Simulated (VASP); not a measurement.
# Na (P6_3/mmc) in VASP: notebook

Runs on Na. Level: LDA. Tasks: single point.

Everything below comes from runs of VASP 6.6.1. Logs are shortened: lines on timing, memory, paths and dates and some standing lists are left out, and cuts for length are marked.

### 1 The cell of the first run

It takes space group P6_3/mmc (No. 194, hexagonal). The conventional cell has a = 3.977 Å, b = 3.977 Å, c = 5.522 Å, α = 90.00°, β = 90.00°, γ = 120.00°. Na (site symmetry -6m2) has 12 Na at 3.59 to 3.98 Å within 4.7 Å.

### 2 Single point, LDA

Contents of INCAR:

```
PREC = Accurate ; ENCUT = 520
EDIFF = 1E-7 ; ISMEAR = 0
SIGMA = 0.15 ; LREAL = F
LASPH = T ; NELM = 60
ALGO = Fast ; ISIF = 2
LWAVE = F ; LCHARG = T
GGA = CA ; LELF = T
LVHAR = T ; NBANDS = 14
```

Contents of KPOINTS:

```
Automatic mesh
0
Gamma
  18 18 10
```

Contents of POSCAR:

```
Na
1.0
    3.9766993653      0.0000000000      0.0000000000
   -1.9883496827      3.4439226736      0.0000000000
    0.0000000000      0.0000000000      5.5220895145
Na
2
Direct
    0.3333333333      0.6666666667      0.2500000000
    0.6666666667      0.3333333333      0.7500000000
```

Potentials or basis: VASP PAW LDA potentials, release 64 (Na_pv).

Run with:

```console
cat potpaw_LDA.64/Na_pv/POTCAR > POTCAR
mpirun -np 1 vasp_std > vasp.out
```

OUTCAR:

```text
PREC = Accurate
   ENCUT = 520
   EDIFF = 1E-7
   ISMEAR = 0
   LREAL = F
   LASPH = T
   NELM = 60
   ISIF = 2
   GGA = CA

 ion  position               nearest neighbor table
   1  0.333  0.667  0.250-
   2  0.667  0.333  0.750-

  LATTYP: Found a hexagonal cell.
 ALAT       =     3.9766993653
 C/A-ratio  =     1.3886112595

  Lattice vectors:

 A1 = (   3.9766993653,   0.0000000000,   0.0000000000)
 A2 = (  -1.9883496827,   3.4439226736,   0.0000000000)
 A3 = (   0.0000000000,   0.0000000000,   5.5220895145)

Analysis of symmetry for initial positions (statically):
=====================================================================
 Subroutine PRICEL returns:
 Original cell was already a primitive cell.

 Routine SETGRP: Setting up the symmetry group for a
 hexagonal supercell.

 Subroutine GETGRP returns: Found 24 space group operations
 (whereof 12 operations were pure point group operations)
 out of a pool of 24 trial point group operations.

The static configuration has the point symmetry D_3d.
 The point group associated with its full space group is D_6h.

Analysis of symmetry for dynamics (positions and initial velocities):
=====================================================================
 Subroutine PRICEL returns:
 Original cell was already a primitive cell.

 Routine SETGRP: Setting up the symmetry group for a
 hexagonal supercell.

 Subroutine GETGRP returns: Found 24 space group operations
 (whereof 12 operations were pure point group operations)
 out of a pool of 24 trial point group operations.

The dynamic configuration has the point symmetry D_3d.
 The point group associated with its full space group is D_6h.

 Subroutine INISYM returns: Found 24 space group operations
 (whereof 12 operations are pure point group operations),
 and found     1 'primitive' translations

----------------------------------------------------------------------------------------

                                     Primitive cell

  volume of cell :      75.6275

  direct lattice vectors                    reciprocal lattice vectors
     3.976699365  0.000000000  0.000000000     0.251464822  0.145183283  0.000000000
    -1.988349683  3.443922674  0.000000000     0.000000000  0.290366566  0.000000000
     0.000000000  0.000000000  5.522089515     0.000000000  0.000000000  0.181090871

  length of vectors
     3.976699365  3.976699365  5.522089515     0.290366566  0.290366566  0.181090871

  position of ions in fractional coordinates (direct lattice)
     0.333333333  0.666666667  0.250000000
     0.666666667  0.333333333  0.750000000

  ion indices of the primitive-cell ions
   primitive index   ion index
                 1           1
                 2           2

----------------------------------------------------------------------------------------

 KPOINTS: Automatic mesh

Automatic generation of k-mesh.
 Grid dimensions read from file:
 generate k-points for:   18   18   10

 Generating k-lattice:

  Cartesian coordinates                     Fractional coordinates (reciprocal lattice)
     0.013970268  0.008065738  0.000000000     0.055555556 -0.000000000  0.000000000
     0.000000000  0.016131476  0.000000000     0.000000000  0.055555556  0.000000000
     0.000000000  0.000000000  0.018109087     0.000000000  0.000000000  0.100000000

  Length of vectors
     0.016131476  0.016131476  0.018109087

  Shift w.r.t. Gamma in fractional coordinates (k-lattice)
     0.000000000  0.000000000  0.000000000

 Subroutine IBZKPT returns following result:
 ===========================================

 Found    222 irreducible k-points:

 Following reciprocal coordinates:
            Coordinates               Weight
  0.000000  0.000000  0.000000      1.000000
  0.055556 -0.000000  0.000000      6.000000
  0.111111 -0.000000  0.000000      6.000000
  0.166667 -0.000000  0.000000      6.000000
  0.222222  0.000000  0.000000      6.000000
  0.277778  0.000000  0.000000      6.000000
[... 16 lines left out ...]
  0.333333  0.111111  0.000000     12.000000
  0.388889  0.111111  0.000000     12.000000
 [... further k-points ...]
   k-points           NKPTS =    222   k-points in BZ     NKDIM =    222   number of bands    NBANDS=     14
   number of dos      NEDOS =    301   number of ions     NIONS =      2
   total plane-waves  NPLWV =  37800
   dimension x,y,z NGX =    30 NGY =   30 NGZ =   42
   dimension x,y,z NGXF=    60 NGYF=   60 NGZF=   84
   ions per type =               2
   NGX,Y,Z   is equivalent  to a cutoff of  12.54, 12.54, 12.64 a.u.
   NGXF,Y,Z  is equivalent  to a cutoff of  25.08, 25.08, 25.29 a.u.
 SYSTEM =  unknown system
   PREC   = accura    normal or accurate (medium, high low for compatibility)
   ISTART =      0    job   : 0-new  1-cont  2-samecut
   ICHARG =      2    charge: 1-file 2-atom 10-const
   ISPIN  =      1    spin polarized calculation?
   LNONCOLLINEAR =      F non collinear calculations
   LSORBIT =      F    spin-orbit coupling
   LASPH  =      T    aspherical Exc in radial PAW
   ENCUT  =  520.0 eV  38.22 Ry    6.18 a.u.   7.39  7.39 10.27*2*pi/ulx,y,z
   NELM   =     60;   NELMIN=  2; NELMDL= -5     # of ELM steps
   EDIFF  = 0.1E-06   stopping-criterion for ELM
   LREAL  =      F    real-space projection
   EDIFFG = 0.1E-05   stopping-criterion for IOM
   NSW    =      0    number of steps for IOM
   IBRION =     -1    ionic relax: 0-MD 1-quasi-New 2-CG
   NFREE  =      0    steps in history (QN), initial steepest desc. (CG)
   ISIF   =      2    stress and relaxation
   ISYM   =      2    0-nonsym 1-usesym 2-fastsym
   POTIM  = 0.5000    time-step for ionic-motion
   TEBEG  =    0.0;   TEEND  =   0.0 temperature during run
   PSTRESS=    0.0 pullay stress
   NELECT =      14.0000    total number of electrons
   NUPDOWN=      -1.0000    fix difference up-down
   EMIN   =  10.00;   EMAX   =-10.00  energy-range for DOS
   EFERMI =   0.00;   METHOD = LEGACY
   ISMEAR =     0;   SIGMA  =   0.15  broadening in eV -4-tet -1-fermi 0-gaus
   EFERMI_NEDOS =   21; number of points for ismear=-14 and -15
   IALGO  =     68    algorithm
   IMIX   =      4    mixing-type and parameters
     AMIX     =   0.40;   BMIX     =  1.00
     AMIX_MAG =   1.60;   BMIX_MAG =  1.00
  volume/ion in A,a.u.               =      37.81       255.18
  Fermi-wavevector in a.u.,A,eV,Ry     =   0.933020  1.763152 11.844231  0.870526
  Thomas-Fermi vector in A             =   2.059678
   LORBIT       =      0    0 simple, 1 ext, 2 COOP (PROOUT), +10 PAW based schemes
   GGA     = CA    functional components
   LHFCALC =     F    Hartree Fock is set to
   AEXX    =    0.0000 exact exchange contribution
   IVDW    =     0    specifies the selected vdW correction
   LEPSILON=     F    determine dielectric tensor
   LRPA    =     F    only Hartree local field effects (RPA)
 non-spin polarized calculation
 RMM-DIIS sequential band-by-band and
 Gauss-broadening in eV      SIGMA  =   0.15
  energy-cutoff  :      520.00
  volume of cell :       75.63
 maximum number of plane-waves:      2091
 NGX is ok and might be reduce to    30

 number of electron      14.0000007 magnetization

 Free energy of the ion-electron system (eV)
  ---------------------------------------------------
  ext. energy  EPLUGINS =         0.00000000
  ---------------------------------------------------
  free energy    TOTEN  =        -2.85276793 eV

  energy without entropy =       -2.84105885  energy(sigma->0) =       -2.84691339

 E-fermi :   0.1061     XC(G=0):  -6.6690

 val. band max:        0.0959784320   @ k =   0.2222   0.1667   0.4000
 cond. band min:       0.1102363617   @ k =   0.2222   0.0556   0.3000
 fundamental gap:      0.0142579297
 Fermi energy:         0.1061425604

 k-point     1 :       0.0000    0.0000    0.0000
  band No.  band energies     occupation
      1     -24.9164      2.00000
      2     -24.8792      2.00000
      3     -24.8792      2.00000
      4     -24.8695      2.00000
      5     -24.8684      2.00000
      6     -24.8684      2.00000
      7      -3.1357      2.00000
      8       1.5061      0.00000
      9       2.0295      0.00000
     10       8.6947      0.00000
     11       8.6947      0.00000
     12       8.7643      0.00000
     13       8.7643      0.00000
     14       9.7549      0.00000

 k-point     2 :       0.0556   -0.0000    0.0000
  band No.  band energies     occupation
      1     -24.9161      2.00000
      2     -24.8796      2.00000
      3     -24.8794      2.00000
      4     -24.8697      2.00000
      5     -24.8689      2.00000
      6     -24.8684      2.00000
      7      -3.0953      2.00000
      8       1.5414      0.00000
      9       2.0675      0.00000
     10       7.7532      0.00000
     11       8.1507      0.00000
     12       8.7207      0.00000
     13       9.3755      0.00000
     14      10.3628      0.00000

 k-point     3 :       0.1111   -0.0000    0.0000
  band No.  band energies     occupation
      1     -24.9150      2.00000
      2     -24.8807      2.00000
      3     -24.8799      2.00000
      4     -24.8705      2.00000
      5     -24.8702      2.00000
      6     -24.8685      2.00000
      7      -2.9741      2.00000
      8       1.6474      0.00000
      9       2.1804      0.00000
     10       6.6207      0.00000
     11       7.6420      0.00000
     12       8.2410      0.00000
     13      10.0817      0.00000
     14      10.6203      0.00000
[... 324 lines left out ...]
 k-point    23 :       0.3333    0.1111    0.0000
  band No.  band energies     occupation
      1     -24.9013      2.00000
      2     -24.8910      2.00000
      3     -24.8856      2.00000
      4     -24.8813      2.00000
      5     -24.8809      2.00000
      6     -24.8702      2.00000
      7      -1.0717      2.00000
      8       1.6521      0.00000
      9       3.3524      0.00000
     10       3.8454      0.00000
     11       4.7340      0.00000
     12       5.9370      0.00000
     13       6.9163      0.00000
     14       8.5301      0.00000

 k-point    24 :       0.3889    0.1111    0.0000
  band No.  band energies     occupation
      1     -24.8989      2.00000
      2     -24.8923      2.00000
      3     -24.8856      2.00000
      4     -24.8834      2.00000
      5     -24.8824      2.00000
      6     -24.8703      2.00000
      7      -0.4904      2.00000
      8       0.8786      0.00000
      9       3.8874      0.00000
     10       3.9805      0.00000
     11       4.9644      0.00000
     12       5.1839      0.00000
     13       6.2751      0.00000
     14       8.4182      0.00000

 [... further k-points ...]
[... 5 lines left out ...]
  --------------------------------------------------------------------------------------
  -------------------------------------------------------------------------------------
  Total       -0.5355683     -0.5355683      0.0056664      0.0000000      0.0000000      0.0000000
  in kB      -11.3460792    -11.3460792      0.1200434      0.0000000      0.0000000      0.0000000
  external PRESSURE =      -7.5240384 kB  Pullay stress =       0.0000000 kB

 VOLUME and BASIS-vectors are now :
 -----------------------------------------------------------------------------
  energy-cutoff  :      520.00
  volume of cell :       75.63
      direct lattice vectors                 reciprocal lattice vectors
     3.976699365  0.000000000  0.000000000     0.251464822  0.145183283  0.000000000
    -1.988349683  3.443922674  0.000000000     0.000000000  0.290366566  0.000000000
     0.000000000  0.000000000  5.522089515     0.000000000  0.000000000  0.181090871

 POSITION                                       TOTAL-FORCE (eV/Angst)
 -----------------------------------------------------------------------------------
     -0.00000      2.29595      1.38052         0.000000      0.000000      0.000000
      1.98835      1.14797      4.14157        -0.000000      0.000000     -0.000000
 -----------------------------------------------------------------------------------
    total drift:                               -0.000000      0.000000      0.000000

  FREE ENERGIE OF THE ION-ELECTRON SYSTEM (eV)
  ---------------------------------------------------
  free  energy   TOTEN  =        -2.8527679288 eV

  energy  without entropy=       -2.8410588471  energy(sigma->0) =       -2.84691339
```

Run time: 3 min. Hardware: 1 thread of Intel Xeon Platinum 8488C (Sapphire Rapids), shared host; peak memory 0.28 GiB.

Results:

```
Free energy            : -2.8528 eV
Pressure               : -0.8 GPa
Band gap on the k mesh : zero (band 7 reaches 1.91 eV, above the bottom of band 8 at -1.88 eV)
```

Stress tensor (GPa, compression positive):
```
-1.13  0.00  0.00
 0.00 -1.13  0.00
 0.00  0.00  0.01
```

Levels at points of the mesh, in eV from the Fermi level:
| k point | band 5 | band 6 | band 7 | band 8 | band 9 | band 10 |
| --- | --- | --- | --- | --- | --- | --- |
| (0.00, 0.00, 0.00) | -24.97 | -24.97 | -3.24 | 1.40 | 1.92 | 8.59 |
| (0.50, 0.00, 0.00) | -24.99 | -24.98 | -0.08 | -0.04 | 4.23 | 4.34 |
| (0.00, 0.00, 0.50) | -24.98 | -24.98 | -1.98 | -1.98 | 7.35 | 7.35 |
| (0.50, 0.00, 0.50) | -24.98 | -24.98 | 0.96 | 0.96 | 1.35 | 1.35 |

### 3 Single point, LDA

This run uses another cell than the first one, of the same volume but with other edges.

Contents of INCAR:

```
SYSTEM = Na
PREC = Accurate
ENCUT = 520
EDIFF = 1E-7
ISMEAR = 0
SIGMA = 0.15
LREAL = .False.
LASPH = .True.
NELM = 80
ALGO = Fast
ISIF = 2
LWAVE = .False.
LCHARG = .False.
GGA = CA
NBANDS = 14
```

Contents of KPOINTS:

```
regular mesh
0
Gamma
  18 18 10
  0 0 0
```

Contents of POSCAR:

```
Na
1.0
    3.5448836596      0.0000000000      0.0000000000
   -1.7724418298      3.0699593026      0.0000000000
    0.0000000000      0.0000000000      6.9493628661
Na
2
Direct
    0.3333333333      0.6666666667      0.2500000000
    0.6666666667      0.3333333333      0.7500000000
```

Potentials or basis: VASP PAW LDA potentials, release 64 (Na_pv).

Run with:

```console
cat potpaw_LDA.64/Na_pv/POTCAR > POTCAR
mpirun -np 1 vasp_std > vasp.out
```

It took 3.1 min on 1 thread of Intel Xeon Platinum 8488C (Sapphire Rapids), shared host; peak memory 0.28 GiB.

The run converged. Its results:

```
Free energy            : -2.8264 eV
Pressure               : -0.7 GPa
Band gap on the k mesh : zero (band 7 reaches 2.52 eV, above the bottom of band 8 at -2.34 eV)
```

Stress tensor (GPa, compression positive):
```
 0.05  0.00  0.00
 0.00  0.05  0.00
 0.00  0.00 -2.12
```

Levels at points of the mesh, in eV from the Fermi level:
```tsv
k point	band 5	band 6	band 7	band 8	band 9	band 10
(0.00, 0.00, 0.00)	-24.98	-24.98	-3.24	-0.17	-0.05	8.44
(0.50, 0.00, 0.00)	-24.99	-24.99	0.64	0.81	3.58	3.67
(0.00, 0.00, 0.50)	-24.99	-24.99	-2.44	-2.44	3.63	3.63
(0.50, 0.00, 0.50)	-24.99	-24.99	1.26	1.26	1.75	1.75
```
